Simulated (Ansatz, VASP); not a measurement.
# PbSe: VASP beside Ansatz

File INCAR:

```
SYSTEM = PbSe
ALGO = Normal
EDIFF = 1E-7
ENCUT = 520
GGA = PE
ISIF = 2
ISMEAR = -1
LASPH = .TRUE.
LCHARG = .FALSE.
LREAL = .FALSE.
LWAVE = .FALSE.
NBANDS = 17
NELM = 100
PREC = Accurate
SIGMA = 0.01
```

Contents of KPOINTS:

```
k-points
0
G
  9 9 9
  0 0 0
```

The input POSCAR:

```
PbSe
1.0
    0.0000000000      3.0415980385      3.0415980385
    3.0415980385      0.0000000000      3.0415980385
    3.0415980385      3.0415980385      0.0000000000
Pb Se
1 1
Direct
    0.0000000000      0.0000000000      0.0000000000
    0.5000000000      0.5000000000      0.5000000000
```

Input for Ansatz:

```yaml
crystal:
  lattice:
    - [0.0, 3.0415980385, 3.0415980385]
    - [3.0415980385, 0.0, 3.0415980385]
    - [3.0415980385, 3.0415980385, 0.0]
  atoms:
    - { symbol: Pb, position: [0.0, 0.0, 0.0] }
    - { symbol: Se, position: [0.5, 0.5, 0.5] }
kpoints:
  mp_grid: { grid: [9, 9, 9] }
  band_path:
    path:
      - [0.0, 0.0, 0.0]
      - [0.5, 0.0, 0.5]
      - [0.625, 0.25, 0.625]
      - [0.375, 0.375, 0.75]
      - [0.0, 0.0, 0.0]
      - [0.5, 0.5, 0.5]
      - [0.5, 0.25, 0.75]
      - [0.5, 0.0, 0.5]
    npoints: 5
scf:
  occupations: { method: fermi_dirac, width: 0.01 }
hamiltonian:
  xc: pbe
  pseudopotentials: { kind: all_electron, lapw: { basis_error: 0.00025 } }
output:
  forces: true
  stress: true
  eigenvalues: true
```

Change from the starting cell: volume scaled by 0.98.

Alike in both runs: task single point; functional PBE; k mesh 9 × 9 × 9; occupations fermi-dirac, width 0.01 eV; no spin polarisation.

|  | VASP | Ansatz |
| --- | --- | --- |
| version | VASP 6.6.1 | Ansatz 0.2.0 |
| potentials or method | VASP PAW PBE potentials, release 64 (Pb_d, Se), cutoff 520 eV | all-electron LAPW, scalar-relativistic |

|  | VASP | Ansatz | Ansatz less VASP |
| --- | --- | --- | --- |
| pressure (GPa) | 3.5 | 3.5 | +0.02 |

Ansatz ran all-electron here, and VASP with PAW potentials.

Neither program's run includes spin-orbit coupling.
